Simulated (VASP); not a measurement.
Input of a VASP 6.6.1 run:

File INCAR:

```
  GGA = CX
  LUSE_VDW = True
  AGGAC = 0.0
  ISMEAR = 0
  SIGMA = 0.04
  LWAVE = False
  LCHARG = False
  ISIF = 2
  PREC = Accurate
  LASPH = True
  LREAL = False
  ALGO = Normal
  EDIFF = 1E-8
  NELM = 120
  GGA_COMPAT = False
  ENCUT = 620
```

KPOINTS

```
Automatic mesh
0
Gamma
  21 21 20
  0 0 0
```

Contents of POSCAR:

```
AlRu
1.0
    2.9916000000      0.0000000000      0.0000000000
    0.0000000000      2.9916000000      0.0000000000
    0.0000000000      0.0000000000      3.0215160000
Ru Al
1 1
Direct
    0.5000000000      0.5000000000      0.5000000000
    0.0000000000      0.0000000000      0.0167134600
```

Potentials or basis: VASP PAW PBE potentials, release 64 (Ru_pv, Al).

Launch:

```sh
$ cat potpaw_PBE.64/Ru_pv/POTCAR potpaw_PBE.64/Al/POTCAR > POTCAR
$ mpirun -np 1 vasp_std > vasp.out
```

(1) Predict the largest force.

(2) What does it give for the pressure?

(3) What does it give for the band gap on the k mesh?

## Answers

(1) 0.383 eV/Å.

(2) -3.8 GPa.

(3) zero (an odd number of electrons rules out a gap without spin polarisation).

Caveat: the cell differs from its parent crystal (last atom moved by 0.05 Å along z, cell strained by +1.0% along z); the cell stands under tension; the PAW data sets were made with another functional, which shifts forces and pressure a little.
